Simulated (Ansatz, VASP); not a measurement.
# One calculation of SiC4, two programs

Contents of INCAR:

```
PREC = Accurate ; ENCUT = 600
EDIFF = 1E-6 ; ISMEAR = 0
SIGMA = 0.1 ; LREAL = F
LASPH = T ; NELM = 100
ALGO = Normal ; ISIF = 3
LWAVE = F ; LCHARG = F
GGA = PE ; IBRION = 2
NSW = 100 ; EDIFFG = -0.01
```

KPOINTS

```
Automatic mesh
0
Gamma
  18 18 8
```

File POSCAR:

```
SiC4
1.0
    2.7122055601      0.0000000000      0.0000000000
   -1.3561027800      2.3488389153      0.0000000000
    0.0000000000      0.0000000000      5.7874867227
Si C
1 4
Direct
    0.0000000000      0.0000000000      0.5000000000
    0.3333333333      0.6666666667      0.6982803754
    0.6666666667      0.3333333333      0.0503378817
    0.3333333333      0.6666666667      0.9496621183
    0.6666666667      0.3333333333      0.3017196246
```

Input for Ansatz:

```yaml
crystal:
  lattice:
    - [2.7122055601, 0.0, 0.0]
    - [-1.35610278, 2.3488389153, 0.0]
    - [0.0, 0.0, 5.7874867227]
  atoms:
    - { symbol: Si, position: [0.0, 0.0, 0.5] }
    - { symbol: C, position: [0.3333333333, 0.6666666667, 0.6982803754] }
    - { symbol: C, position: [0.6666666667, 0.3333333333, 0.0503378817] }
    - { symbol: C, position: [0.3333333333, 0.6666666667, 0.9496621183] }
    - { symbol: C, position: [0.6666666667, 0.3333333333, 0.3017196246] }
basis:
  ecutwfc: 420
kpoints:
  mp_grid: { grid: [18, 18, 8] }
hamiltonian:
  xc: pbe
scf:
  occupations: { method: gaussian, width: 0.1 }
output:
  forces: true
  stress: true
  eigenvalues: true
relax:
  adjacent_minimum: "off"
  f_tol: 0.01
  max_steps: 80
  cell: { stress_tol: 0.05 }
```

Change from the starting cell: the structure that the rattled cell fell into.

Alike in both runs: task relaxation of cell and atoms; functional PBE; k mesh 18 × 18 × 8; occupations gaussian, width 0.1 eV; no spin polarisation.

|  | VASP | Ansatz |
| --- | --- | --- |
| version | VASP 6.6.1 | Ansatz 0.2.0 |
| potentials or method | VASP PAW PBE potentials, release 64 (Si, C), cutoff 600 eV | scalar-relativistic, plane waves, PAW |
| valence electrons in the cell | 20 | 20 |

|  | VASP | Ansatz | Ansatz less VASP |
| --- | --- | --- | --- |
| gap on the k mesh at the Fermi level, each at its own relaxed structure (eV) | none | none | - |
| relaxed volume (Å³/atom) | 7.37 | 7.37 | +0.006 |
| relaxed cell length with the largest relative difference (Å) | 2.710 | 2.711 | +0.0012 |

A gap of «none» marks a metal or a gap that the smearing closes.
